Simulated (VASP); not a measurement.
Input of a VASP 6.6.1 run:

INCAR

```
PREC     = Accurate       # precision mode
ENCUT    = 520            # plane-wave cutoff, eV
EDIFF    = 1E-7           # SCF threshold, eV
ISMEAR   = 0              # smearing method
SIGMA    = 0.017          # smearing width, eV
LREAL    = F              # projectors in reciprocal space
LASPH    = T              # aspherical terms in the spheres
NELM     = 60             # most SCF steps
ALGO     = Normal         # electronic algorithm
ISIF     = 2              # what is computed and relaxed
LWAVE    = F              # write WAVECAR
LCHARG   = T              # write CHGCAR
GGA      = PE             # functional
LELF     = T              # ELF
LVHAR    = T            
NBANDS   = 8              # bands
```

KPOINTS

```
regular mesh
0
Gamma
  12 12 12
```

Contents of POSCAR:

```
Sb
1.0
   -1.5765401831      1.5765401831      2.7119384313
    1.5765401831     -1.5765401831      2.7119384313
    1.5765401831      1.5765401831     -2.7119384313
Sb
1
Direct
    0.0000000000      0.0000000000      0.0000000000
```

Potentials or basis: VASP PAW PBE potentials, release 64 (Sb).

Launch:

```sh
$ cat potpaw_PBE.64/Sb/POTCAR > POTCAR
$ mpirun -np 1 vasp_std > vasp.out
```

Problem. What does it give for the pressure?

Solution. 1.7 GPa.

Stress tensor (GPa, compression positive):
```
1.96 0.00 0.00
0.00 1.96 0.00
0.00 0.00 1.18
```
